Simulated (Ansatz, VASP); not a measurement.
## Two plane-wave programs on SiC

```
Si C
1.0
     0.01005    2.20171    2.18455
     2.20171    0.01005    2.18455
     2.21176    2.21176    0.00000
Si C
1 1
Direct
  0.00041 0.00041 0.99959
  0.24959 0.24959 0.25041
```

Change from the starting cell: strained cell.

Alike in both runs: functional PBE; k mesh 10 × 10 × 10; occupations gaussian, width 0.02 eV; no spin polarisation.

Ansatz relaxed the structure, and its values are those at the end. VASP's run is a single point on that final structure, the one shown.

|  | VASP | Ansatz |
| --- | --- | --- |
| version | VASP 6.6.1 | Ansatz 0.2.0 |
| potentials or method | VASP PAW PBE potentials, release 64 (Si, C), cutoff 600 eV | scalar-relativistic, plane waves, PAW |
| valence electrons in the cell | 8 | 8 |

```csv
,VASP,Ansatz,Ansatz less VASP
gap on the k mesh at the Fermi level (eV),1.29,1.30,+0.002
least direct gap on the mesh (eV),4.44,4.45,+0.008
pressure (GPa),-1.9,-1.7,+0.17
```

The functional is the same, so the differences come from potentials, cutoffs and numerics. Ansatz's warnings: stress scf threshold loose.
